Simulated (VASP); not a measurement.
Set up this calculation in VASP 6.6.1, as the native input.

```yaml
Task: single point
Functional: PBE
Potentials_or_basis: VASP PAW PBE potentials, release 64 (Hf_pv, N)
Cutoff: 520 eV
k_mesh: 10 × 10 × 10
Occupations: fermi-dirac, width 0.03 eV
Spin: no spin polarisation
Dipole_correction: no
Further_INCAR_settings: ALGO = Normal; EDIFF = 1e-07; NBANDS = 14
```

The structure of HfN lies in POSCAR:

```
HfN
1.0
   -0.0225900000      2.2477050000      2.2477050000
    2.2477050000     -0.0225900000      2.2477050000
    2.2477050000      2.2477050000     -0.0225900000
Hf N
1 1
Direct
    0.0000000000      0.0000000000      0.0000000000
    0.5000000000      0.5000000000      0.5000000000
```

This cell differs from its parent crystal: equal xy, yz and zx shear strains of -1 %.

These files were run (other wordings do the same):

INCAR

```
SYSTEM = HfN
ALGO = Normal ; EDIFF = 1E-7
ENCUT = 520 ; GGA = PE
ISIF = 2 ; ISMEAR = -1
LASPH = .True. ; LCHARG = .True.
LELF = .True. ; LREAL = .False.
LVHAR = .True. ; LWAVE = .False.
NBANDS = 14 ; NELM = 80
PREC = Accurate ; SIGMA = 0.03
```

KPOINTS

```
k-points
0
Gamma
  10 10 10
  0 0 0
```

Potentials or basis: VASP PAW PBE potentials, release 64 (Hf_pv, N).

Launch:

```bash
$ cat potpaw_PBE.64/Hf_pv/POTCAR potpaw_PBE.64/N/POTCAR > POTCAR
$ mpirun -np 1 vasp_std > vasp.out
```

It gave:

```yaml
Pressure: 3.1 GPa
```

Caveat: the cell differs from its parent crystal (equal xy, yz and zx shear strains of -1 %).

Wall time 13 s on 1 thread of Intel(R) Xeon(R) 6975P-C (Granite Rapids) (shared host), peak memory 0.17 GiB.
